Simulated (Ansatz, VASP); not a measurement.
# HfO2 in VASP and in Ansatz

The input POSCAR:

```
HfO2
1.0
    4.8135329900      0.0000000000      0.0000000000
    0.0000000000      4.8135329900      0.0000000000
    0.0000000000      0.0000000000      3.2054154100
Hf O
2 4
Direct
    0.0000000000      0.0000000000      0.0000000000
    0.5000000000      0.5000000000      0.5000000000
    0.1949551200      0.8050448800      0.5000000000
    0.3050448800      0.3050448800      0.0000000000
    0.6949551200      0.6949551200      0.0000000000
    0.8050448800      0.1949551200      0.5000000000
```

Contents of INCAR.step1:

```
SYSTEM = HfO2
ALGO = Normal
EDIFF = 1E-4
ENCUT = 600
GGA = PE
ISMEAR = 0
LASPH = .True.
LCHARG = .False.
LREAL = .False.
LWAVE = .True.
NELM = 60
PREC = Accurate
SIGMA = 0.01
```

Contents of INCAR.step2:

```
SYSTEM = HfO2
ALGO = Normal
EDIFF = 1E-7
EDIFFG = -0.01
ENCUT = 600
IBRION = 2
ISIF = 3
ISMEAR = 0
ISTART = 1
LASPH = .True.
LCHARG = .False.
LMIXTAU = .True.
LREAL = .False.
LWAVE = .False.
METAGGA = R2SCAN
NELM = 60
NSW = 80
PREC = Accurate
SIGMA = 0.01
```

Contents of KPOINTS:

```
k-points
0
Gamma
  4 4 6
  0 0 0
```

Input for Ansatz:

```yaml
crystal:
  lattice:
    - [4.81353299, 0.0, 0.0]
    - [0.0, 4.81353299, 0.0]
    - [0.0, 0.0, 3.20541541]
  atoms:
    - { symbol: Hf, position: [0.0, 0.0, 0.0] }
    - { symbol: Hf, position: [0.5, 0.5, 0.5] }
    - { symbol: O, position: [0.19495512, 0.80504488, 0.5] }
    - { symbol: O, position: [0.30504488, 0.30504488, 0.0] }
    - { symbol: O, position: [0.69495512, 0.69495512, 0.0] }
    - { symbol: O, position: [0.80504488, 0.19495512, 0.5] }
kpoints:
  mp_grid:
    grid: [4, 4, 6]
hamiltonian:
  xc: r2scan
scf:
  occupations:
    method: fixed
relax:
  f_tol: 0.01
  cell: {}
```

Alike in both runs: task relaxation of cell and atoms; functional r2SCAN; k mesh 4 × 4 × 6; no spin polarisation.

|  | VASP | Ansatz |
| --- | --- | --- |
| version | VASP 6.6.1 | Ansatz 0.2.0 |
| potentials or method | VASP PAW PBE potentials, release 64 (Hf_pv, O) | plane waves, PAW |
| plane-wave cutoff (eV) | 600 | 500 |
| occupations | gaussian, width 0.01 eV | fixed |
| valence electrons in the cell | 44 | 76 |

```tsv
	VASP	Ansatz	Ansatz less VASP
relaxed volume (Å³/atom)	12.39	12.57	+0.176
relaxed cell length with the largest relative difference (Å)	4.815	4.839	+0.0236
```

VASP's potentials were made for PBE, not for r2SCAN. VASP's potentials hold 44 valence electrons a cell and Ansatz's 76, so a difference there can come from the potentials and not from the codes.

Spin-orbit coupling is off throughout.
